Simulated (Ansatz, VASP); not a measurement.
## Two plane-wave programs on Sn

```
Sn
1.0
     0.00000    3.28499    3.28499
     3.28499    0.00000    3.28499
     3.28499    3.28499    0.00000
Sn
2
Direct
  0.00000 0.00000 0.00000
  0.25000 0.25000 0.25000
```

Alike in both runs: task single point; functional PBE; k mesh 6 × 6 × 6; occupations gaussian, width 0.1 eV; no spin polarisation.

|  | VASP | Ansatz |
| --- | --- | --- |
| version | VASP 6.6.1 | Ansatz 0.2.0 |
| potentials or method | VASP PAW PBE potentials, release 64 (Sn_d), cutoff 500 eV | scalar-relativistic, plane waves, PAW |
| valence electrons in the cell | 28 | 28 |

```csv
,VASP,Ansatz,Ansatz less VASP
gap on the k mesh at the Fermi level (eV),none,none,-
pressure (GPa),1.5,1.6,+0.05
```

A gap of «none» marks a metal or a gap that the smearing closes. With one functional, cell and mesh, what is left measures potentials, basis and numerics.
